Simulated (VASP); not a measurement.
# W in VASP: a series of runs, part 2 of 2

VASP 6.6.1. Earlier steps stand in the parts before.

### 3 Single point, PBEsol (strain -0.015 along x and y, +0.015 along z)

Input file INCAR:

```
PREC = Accurate ; ENCUT = 520
EDIFF = 1E-6 ; ISMEAR = 0
SIGMA = 0.15 ; LREAL = False
LASPH = True ; NELM = 60
ALGO = Fast ; ISIF = 2
LWAVE = False ; LCHARG = False
GGA = PS ; NBANDS = 13
```

Input file KPOINTS:

```
regular mesh
0
Gamma
  20 20 20
```

Input file POSCAR:

```
W
1.0
    0.0000000000      1.9995500000      2.0604500000
    1.9995500000      0.0000000000      2.0604500000
    1.9995500000      1.9995500000      0.0000000000
W
1
Direct
    0.0000000000      0.0000000000      0.0000000000
```

Potentials or basis: VASP PAW PBE potentials, release 64 (W_sv).

Started as:

```console
> cat potpaw_PBE.64/W_sv/POTCAR > POTCAR
> mpirun -np 1 vasp_std > vasp.out
```

Wall time 3.3 min (1 thread of AMD EPYC 7R43 (Zen 3), shared host); peak memory 0.21 GiB.

The run converged. Its results:

| Item | Value |
| --- | --- |
| Free energy | -13.3126 eV |
| Pressure | -8.2 GPa |
| Band gap on the k mesh | zero (band 7 reaches 13.51 eV, above the bottom of band 8 at 9.83 eV) |

Stress tensor (GPa, compression positive):
```
-10.98   0.00   0.00
  0.00 -10.98   0.00
  0.00   0.00  -2.68
```

Levels at points of the mesh, in eV from the Fermi level:
| k point | band 3 | band 4 | band 5 | band 6 | band 7 | band 8 | band 9 | band 10 | band 11 | band 12 |
| --- | --- | --- | --- | --- | --- | --- | --- | --- | --- | --- |
| (0.00, 0.00, 0.00) | -37.29 | -37.29 | -9.01 | -0.84 | -0.44 | -0.44 | 2.21 | 2.81 | 12.81 | 17.33 |
| (0.50, 0.00, 0.00) | -37.48 | -37.42 | -5.61 | -1.03 | -0.59 | 0.62 | 4.86 | 5.11 | 10.20 | 12.41 |
| (0.50, 0.50, 0.00) | -37.66 | -37.66 | -5.52 | -4.47 | 2.63 | 4.99 | 5.70 | 5.70 | 11.99 | 11.99 |
| (0.50, 0.00, 0.50) | -37.76 | -37.71 | -5.49 | -4.54 | 3.22 | 4.91 | 5.49 | 5.97 | 11.31 | 11.76 |

Caveat: the cell differs from its parent crystal (strain -0.015 along x and y, +0.015 along z); the PAW data sets were made with another functional, which shifts forces and pressure a little; spin-orbit coupling is left out, which moves the levels of the heavy elements.

### 4 Single point, PBEsol (strain -0.030 along x and y, -0.030 along z)

Input file INCAR:

```
PREC = Accurate ; ENCUT = 520
EDIFF = 1E-6 ; ISMEAR = 0
SIGMA = 0.15 ; LREAL = F
LASPH = T ; NELM = 80
ALGO = Normal ; ISIF = 2
LWAVE = F ; LCHARG = T
GGA = PS ; LELF = T
LVHAR = T ; NBANDS = 13
```

KPOINTS is that of step 3.

Input file POSCAR:

```
W
1.0
    0.0000000000      1.9691000000      1.9691000000
    1.9691000000      0.0000000000      1.9691000000
    1.9691000000      1.9691000000      0.0000000000
W
1
Direct
    0.0000000000      0.0000000000      0.0000000000
```

Potentials or basis: VASP PAW PBE potentials, release 64 (W_sv).

Started as:

```console
> cat potpaw_PBE.64/W_sv/POTCAR > POTCAR
> mpirun -np 1 vasp_std > vasp.out
```

OUTCAR:

```text
PREC = Accurate
   ENCUT = 520
   EDIFF = 1E-6
   ISMEAR = 0
   LREAL = F
   LASPH = T
   NELM = 80
   ISIF = 2
   GGA = PS

 ion  position               nearest neighbor table
   1  0.000  0.000  0.000-

  LATTYP: Found a face centered cubic cell.
 ALAT       =     3.9382000000

  Lattice vectors:

 A1 = (   0.0000000000,   1.9691000000,   1.9691000000)
 A2 = (   1.9691000000,   0.0000000000,   1.9691000000)
 A3 = (   1.9691000000,   1.9691000000,   0.0000000000)

Analysis of symmetry for initial positions (statically):
[... 553 lines left out ...]
      5       5.3348      2.00000
      6      10.5145      2.00000
      7      10.6565      2.00000
      8      10.7547      2.00000
      9      15.3223      0.00000
     10      16.3155      0.00000
     11      23.3086      0.00000
     12      26.8565      0.00000
     13      32.3650      0.00000

 [... further k-points ...]
[... 5 lines left out ...]
  --------------------------------------------------------------------------------------
  -------------------------------------------------------------------------------------
  Total        1.4903926      1.4903926      1.4903926      0.0000000     -0.0000000     -0.0000000
  in kB      156.3788254    156.3788254    156.3788254      0.0000000     -0.0000000     -0.0000000
  external PRESSURE =     156.3788254 kB  Pullay stress =       0.0000000 kB

 VOLUME and BASIS-vectors are now :
 -----------------------------------------------------------------------------
  energy-cutoff  :      520.00
  volume of cell :       15.27
      direct lattice vectors                 reciprocal lattice vectors
     0.000000000  1.969100000  1.969100000    -0.253923112  0.253923112  0.253923112
     1.969100000  0.000000000  1.969100000     0.253923112 -0.253923112  0.253923112
     1.969100000  1.969100000  0.000000000     0.253923112  0.253923112 -0.253923112

 POSITION                                       TOTAL-FORCE (eV/Angst)
 -----------------------------------------------------------------------------------
      0.00000      0.00000      0.00000         0.000000      0.000000      0.000000
 -----------------------------------------------------------------------------------
    total drift:                               -0.000000      0.000000     -0.000000

  FREE ENERGIE OF THE ION-ELECTRON SYSTEM (eV)
  ---------------------------------------------------
  free  energy   TOTEN  =       -13.2798965833 eV

  energy  without entropy=      -13.2663744393  energy(sigma->0) =      -13.27313551
```

stdout:

```text
POSCAR found type information on POSCAR W
 POSCAR found :  1 types and       1 ions
 scaLAPACK will be used
 -----------------------------------------------------------------------------
|                                                                             |
|                                                                             |
|     You enforced a specific xc type in the INCAR file but a different       |
|     I HOPE YOU KNOW WHAT YOU ARE DOING!                                     |
|                                                                             |
 -----------------------------------------------------------------------------

 LDA part: xc-table for (Slater+PW92), standard interpolation
 POSCAR, INCAR and KPOINTS ok, starting setup
 FFT: planning ... GRIDC
 FFT: planning ... GRID_SOFT
 FFT: planning ... GRID
 WAVECAR not read
 entering main loop
```

It took 26 s on 1 thread of Intel Xeon Platinum 8259CL at 2.50GHz (Skylake/Cascade Lake), shared host; peak memory 0.17 GiB.

What came out:

```
Free energy            : -13.2799 eV
Pressure               : 15.6 GPa
Band gap on the k mesh : zero (band 7 reaches 14.84 eV, above the bottom of band 8 at 10.68 eV)
```

Caveat: the cell differs from its parent crystal (strain -0.030 along x and y, -0.030 along z); the PAW data sets were made with another functional, which shifts forces and pressure a little; spin-orbit coupling is left out, which moves the levels of the heavy elements.

### 5 Single point, PBEsol (strain -0.015 along x and y, -0.015 along z)

Input file INCAR:

```
SYSTEM = W
PREC = Accurate
ENCUT = 520
EDIFF = 1E-6
ISMEAR = 0
SIGMA = 0.15
LREAL = .FALSE.
LASPH = .TRUE.
NELM = 80
ALGO = Fast
ISIF = 2
LWAVE = .FALSE.
LCHARG = .FALSE.
GGA = PS
NBANDS = 13
```

Input file KPOINTS:

```
Automatic mesh
0
G
  20 20 20
  0 0 0
```

Input file POSCAR:

```
W
1.0
    0.0000000000      1.9995500000      1.9995500000
    1.9995500000      0.0000000000      1.9995500000
    1.9995500000      1.9995500000      0.0000000000
W
1
Direct
    0.0000000000      0.0000000000      0.0000000000
```

Started as:

```console
> cat potpaw_PBE.64/W_sv/POTCAR > POTCAR
> mpirun -np 1 vasp_std > vasp.out
```

Wall time 36 s (1 thread of Intel Xeon Platinum 8259CL at 2.50GHz (Skylake/Cascade Lake), shared host); peak memory 0.17 GiB.

The run converged. Its results:

```yaml
Free_energy: -13.3150 eV
Pressure: 0.4 GPa
Band_gap_on_the_k_mesh: zero (band 7 reaches 13.89 eV, above the bottom of band 8 at 10.08 eV)
```

Levels at points of the mesh, in eV from the Fermi level:
```csv
k point,band 5,band 6,band 7,band 8,band 9,band 10
"(0.00, 0.00, 0.00)",-9.14,-0.59,-0.59,-0.59,2.65,2.65
"(0.50, 0.00, 0.00)",-5.75,-0.83,-0.83,0.74,5.24,5.24
"(0.50, 0.50, 0.00)",-5.68,-4.68,3.22,5.19,6.01,6.01
```

Caveat: the cell differs from its parent crystal (strain -0.015 along x and y, -0.015 along z); the PAW data sets were made with another functional, which shifts forces and pressure a little; spin-orbit coupling is left out, which moves the levels of the heavy elements.

### 6 Single point, PBEsol (strain +0.015 along x and y, +0.015 along z)

Input file INCAR:

```
PREC     = Accurate       # precision mode
ENCUT    = 520            # plane-wave cutoff, eV
EDIFF    = 1E-6           # SCF threshold, eV
ISMEAR   = 0              # smearing method
SIGMA    = 0.15           # smearing width, eV
LREAL    = F              # projectors in reciprocal space
LASPH    = T              # aspherical terms in the spheres
NELM     = 80             # most SCF steps
ALGO     = Fast           # electronic algorithm
ISIF     = 2              # what is computed and relaxed
LWAVE    = F              # write WAVECAR
LCHARG   = F              # write CHGCAR
GGA      = PS             # functional
NBANDS   = 13             # bands
```

Input file KPOINTS:

```
Automatic mesh
0
Gamma
  20 20 20
```

Input file POSCAR:

```
W
1.0
    0.0000000000      2.0604500000      2.0604500000
    2.0604500000      0.0000000000      2.0604500000
    2.0604500000      2.0604500000      0.0000000000
W
1
Direct
    0.0000000000      0.0000000000      0.0000000000
```

Potentials or basis: VASP PAW PBE potentials, release 64 (W_sv).

Started as:

```console
> cat potpaw_PBE.64/W_sv/POTCAR > POTCAR
> mpirun -np 1 vasp_std > vasp.out
```

Run time: 38 s. Hardware: 1 thread of Intel Xeon Platinum 8259CL at 2.50GHz (Skylake/Cascade Lake), shared host; peak memory 0.18 GiB.

Results (log left out):

```
Free energy            : -13.2045 eV
Pressure               : -22.3 GPa
Band gap on the k mesh : zero (band 7 reaches 12.20 eV, above the bottom of band 8 at 8.97 eV)
```

Levels at points of the mesh, in eV from the Fermi level:
```tsv
k point	band 5	band 6	band 7	band 8	band 9	band 10
(0.00, 0.00, 0.00)	-8.67	-0.49	-0.49	-0.49	2.35	2.35
(0.50, 0.00, 0.00)	-5.27	-0.69	-0.69	0.49	4.61	4.61
(0.50, 0.50, 0.00)	-5.07	-4.13	2.74	4.56	5.28	5.28
```

Caveat: the cell differs from its parent crystal (strain +0.015 along x and y, +0.015 along z); the PAW data sets were made with another functional, which shifts forces and pressure a little; spin-orbit coupling is left out, which moves the levels of the heavy elements.

### 7 Summary

| cell | gap on the mesh (eV) | pressure (GPa) |
| --- | --- | --- |
| a = 2.849, b = 2.849, c = 2.871 Å, angles 59.8, 59.8, 60.5°, 1 atom | none | -8.2 |
| a = 2.871, b = 2.871, c = 2.828 Å, angles 60.5, 60.5, 59.0°, 1 atom | none | -8.2 |
| a = 2.785 Å, angles 60.0°, 1 atom | none | 15.6 |
| a = 2.828 Å, angles 60.0°, 1 atom | none | 0.4 |
| a = 2.914 Å, angles 60.0°, 1 atom | none | -22.3 |

Alike in all rows: task single point; level PBEsol; potentials or basis VASP PAW PBE potentials, release 64 (W_sv); no spin polarisation; k mesh 20 × 20 × 20; cutoff (eV) 520; smearing gaussian 0.15 eV.

Caveats: the PAW data sets were made with another functional, which shifts forces and pressure a little; spin-orbit coupling is left out, which moves the levels of the heavy elements.

Total energies depend on the potentials used, so only differences within one code and one set of settings carry meaning.
